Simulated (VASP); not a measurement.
Runs of VASP 6.6.1 on HfN. The structure is that of space group P6/mmm (No. 191), or close to it. The cells are those of the table. 

```csv
task,level,cell,cutoff (eV),gap on the mesh (eV),pressure (GPa)
single point,PBE,"a = 3.027, b = 3.027, c = 3.965 Å, angles 90.0, 90.0, 120.0°, 2 atoms",520,none,20.2
single point,PBE,"a = 3.387, b = 3.387, c = 3.916 Å, angles 90.0, 90.0, 120.0°, 2 atoms",520,none,5.6
relaxation of cell and atoms,PBE,"relaxed to 20 GPa from a = 3.433, b = 3.433, c = 3.970 Å, angles 90.0, 90.0, 120.0°, 2 atoms",600,none,20.0
single point,PBE,"a = 3.433, b = 3.433, c = 3.970 Å, angles 90.0, 90.0, 120.0°, 2 atoms",520,none,0.5
single point,PBE,"a = 3.456, b = 3.456, c = 3.996 Å, angles 90.0, 90.0, 120.0°, 2 atoms",520,none,(b)
single point,PBE,"a = 2.918, b = 2.918, c = 3.958 Å, angles 90.0, 90.0, 120.0°, 2 atoms",520,none,(a)
single point,PBE,"a = 3.178, b = 3.178, c = 3.969 Å, angles 90.0, 90.0, 120.0°, 2 atoms",520,none,10.1
single point,r2SCAN,"a = 3.433, b = 3.433, c = 3.970 Å, angles 90.0, 90.0, 120.0°, 2 atoms",520,none,-1.5
```

Alike in all rows: potentials or basis VASP PAW PBE potentials, release 64 (Hf_pv, N); no spin polarisation; k mesh 9 × 9 × 7; smearing fermi-dirac 0.05 eV.

Task: Fill in the values left out.

Result: (a) 30.3; (b) -1.6.

Caveats: spin-orbit coupling is left out, which moves the levels of the heavy elements; the cell is relaxed towards a set pressure, so the enthalpy falls and the energy may rise (some runs); the PAW data sets were made with another functional, which shifts forces and pressure a little (some runs).

A k mesh can miss the band edges, and the runs leave out spin-orbit coupling on Hf.

A gap of «none» marks levels without a gap at the run's occupations.
